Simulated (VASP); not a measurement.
# AgBr (Fm-3m) in VASP: a series of runs, part 2 of 2

VASP 6.6.1. The steps go on from the part before.

## 3. Relaxation of cell and atoms, LDA

This run uses another cell than the first one, of 24.94 Å³/atom.

INCAR

```
SYSTEM = AgBr
ALGO = Normal
EDIFF = 1E-7
EDIFFG = -0.005
ENCUT = 500
GGA = CA
GGA_COMPAT = .FALSE.
IBRION = 2
ISIF = 3
ISMEAR = 0
LASPH = .TRUE.
LCHARG = .FALSE.
LREAL = .FALSE.
LWAVE = .FALSE.
NELM = 120
NELMIN = 4
NSW = 70
PREC = Accurate
SIGMA = 0.02
```

KPOINTS

```
k-points
0
G
  8 8 8
  0 0 0
```

POSCAR

```
AgBr
1.0
    0.0000000000      2.9216612883      2.9216612883
    2.9216612883      0.0000000000      2.9216612883
    2.9216612883      2.9216612883      0.0000000000
Ag Br
1 1
Direct
    0.0000000000      0.0000000000      0.0000000000
    0.5000000000      0.5000000000      0.5000000000
```

Potentials or basis: VASP PAW LDA potentials, release 64 (Ag, Br).

Command:

```sh
$ cat potpaw_LDA.64/Ag/POTCAR potpaw_LDA.64/Br/POTCAR > POTCAR
$ mpirun -np 1 vasp_std > vasp.out
```

OUTCAR:

```text
SYSTEM = AgBr
   EDIFF = 1E-7
   EDIFFG = -0.005
   ENCUT = 500
   GGA = CA
   IBRION = 2
   ISIF = 3
   ISMEAR = 0
   LASPH = .TRUE.
   LREAL = .FALSE.
   NELM = 120
   NELMIN = 4
   NSW = 70
   PREC = Accurate

 ion  position               nearest neighbor table
   1  0.000  0.000  0.000-   2 2.92   2 2.92   2 2.92   2 2.92   2 2.92   2 2.92
   2  0.500  0.500  0.500-   1 2.92   1 2.92   1 2.92   1 2.92   1 2.92   1 2.92

  LATTYP: Found a face centered cubic cell.
 ALAT       =     5.8433225766

  Lattice vectors:

 A1 = (   0.0000000000,   2.9216612883,   2.9216612883)
 A2 = (   2.9216612883,   0.0000000000,   2.9216612883)
 A3 = (   2.9216612883,   2.9216612883,   0.0000000000)

Analysis of symmetry for initial positions (statically):
=====================================================================
 Subroutine PRICEL returns:
 Original cell was already a primitive cell.

 Routine SETGRP: Setting up the symmetry group for a
[... 189 lines left out ...]
     10       3.2658      0.00000
     11      12.6795      0.00000
     12      12.6795      0.00000
     13      12.6795      0.00000
[... 439 lines left out ...]
--------------------------------------- Ionic step        3  -------------------------------------------

 number of electron      18.0000002 magnetization

 Free energy of the ion-electron system (eV)
  ---------------------------------------------------
  ext. energy  EPLUGINS =         0.00000000
  ---------------------------------------------------
  free energy    TOTEN  =        -6.41352764 eV

  energy without entropy =       -6.41352764  energy(sigma->0) =       -6.41352764

 E-fermi :   4.7184     XC(G=0): -10.6780

 val. band max:        4.5660345910   @ k =   0.5000   0.0000   0.0000
 cond. band min:       4.9828938039   @ k =   0.0000   0.0000   0.0000
 fundamental gap:      0.4168592130
 Fermi energy:         4.7183914794

 k-point     1 :       0.0000    0.0000    0.0000
  band No.  band energies     occupation
      1     -11.0937      2.00000
      2       1.3116      2.00000
      3       1.3116      2.00000
      4       1.3116      2.00000
      5       1.3141      2.00000
      6       1.3141      2.00000
      7       2.3312      2.00000
      8       2.3312      2.00000
      9       2.3312      2.00000
     10       4.9829      0.00000
     11      14.3829      0.00000
     12      14.3829      0.00000
     13      14.3829      0.00000
[... 397 lines left out ...]
  FREE ENERGIE OF THE ION-ELECTRON SYSTEM (eV)
  ---------------------------------------------------
  free  energy   TOTEN  =        -6.4135276409 eV

  energy  without entropy=       -6.4135276409  energy(sigma->0) =       -6.41352764

 reached required accuracy - stopping structural energy minimisation
```

OSZICAR:

```text
N       E                     dE             d eps       ncg     rms          rms(c)
DAV:   1     0.937850856643E+02    0.93785E+02   -0.84022E+03   786   0.119E+03
DAV:   2    -0.265765000371E+01   -0.96443E+02   -0.90611E+02   904   0.236E+02
DAV:   3    -0.637164492985E+01   -0.37140E+01   -0.37024E+01   884   0.494E+01
[... 26 lines left out ...]
DAV:   3    -0.641353530200E+01    0.58982E-04   -0.15926E-04   764   0.994E-02    0.480E-02
DAV:   4    -0.641352814067E+01    0.71613E-05   -0.14569E-05   799   0.354E-02    0.139E-02
DAV:   5    -0.641352789915E+01    0.24151E-06   -0.45210E-06   794   0.363E-02    0.447E-03
DAV:   6    -0.641352763960E+01    0.25955E-06   -0.16418E-06   759   0.194E-02    0.748E-04
DAV:   7    -0.641352764093E+01   -0.13229E-08   -0.48680E-08   377   0.208E-03
   3 F= -.64135276E+01 E0= -.64135276E+01  d E =-.135146E+00
```

CONTCAR:

```text
AgBr
   1.00000000000000
     0.0000000000000000    2.7930965667742451    2.7930965667742451
     2.7930965667742451    0.0000000000000000    2.7930965667742451
     2.7930965667742451    2.7930965667742451    0.0000000000000000
  Ag              Br
     1     1
Direct
     0.0000000000000000    0.0000000000000000    0.0000000000000000
     0.5000000000000000    0.5000000000000000    0.5000000000000000

  0.00000000E+00  0.00000000E+00  0.00000000E+00
  0.00000000E+00  0.00000000E+00  0.00000000E+00
```

Run time: 67 s. Hardware: 1 thread of Intel Xeon 8259CL, shared host; peak memory 0.17 GiB.

What came out:

* Free energy: -6.4135 eV
* Relaxed volume: 21.79 Å³/atom
* Relaxed cell: a = 3.950 Å, b = 3.950 Å, c = 3.950 Å, α = 60.00°, β = 60.00°, γ = 60.00°
* Space group after relaxing (to 0.1 Å): Fm-3m (No. 225)
* Energy gained by relaxing: 67.6 meV/atom
* Ionic steps: 3
* Pressure after relaxing: 0.0 GPa
* Band gap on the k mesh: 0.42 eV (least direct gap 2.65 eV)

Step by step:
| step | energy change (eV) | largest force (eV/Å) | pressure (GPa) | volume (Å³) |
| --- | --- | --- | --- | --- |
| 1 | 0.0000 | 0.0000 | -5.96 | 49.88 |
| 2 | -0.1351 | 0.0000 | 0.15 | 43.48 |
| 3 | -0.1351 | 0.0000 | 0.00 | 43.58 |

Final structure:
```
Ag Br
1.0
     0.00000    2.79310    2.79310
     2.79310    0.00000    2.79310
     2.79310    2.79310    0.00000
Ag Br
1 1
Direct
  0.00000 0.00000 0.00000
  0.50000 0.50000 0.50000
```

Levels at points of the mesh, in eV from the valence-band top:
| k point | band 5 | band 6 | band 7 | band 8 | band 9 | band 10 | band 11 | band 12 | band 13 |
| --- | --- | --- | --- | --- | --- | --- | --- | --- | --- |
| (0.00, 0.00, 0.00) | -3.25 | -3.25 | -2.23 | -2.23 | -2.23 | 0.42 | 9.82 | 9.82 | 9.82 |
| (0.50, 0.00, 0.00) | -2.87 | -2.87 | -2.48 | 0.00 | 0.00 | 3.26 | 6.41 | 6.41 | 6.92 |
| (0.50, 0.50, 0.00) | -3.30 | -3.05 | -2.74 | -2.74 | -2.58 | 1.19 | 6.79 | 9.19 | 11.21 |

A k mesh can miss the band edges. Zero-point motion and thermal expansion aren't in these numbers.
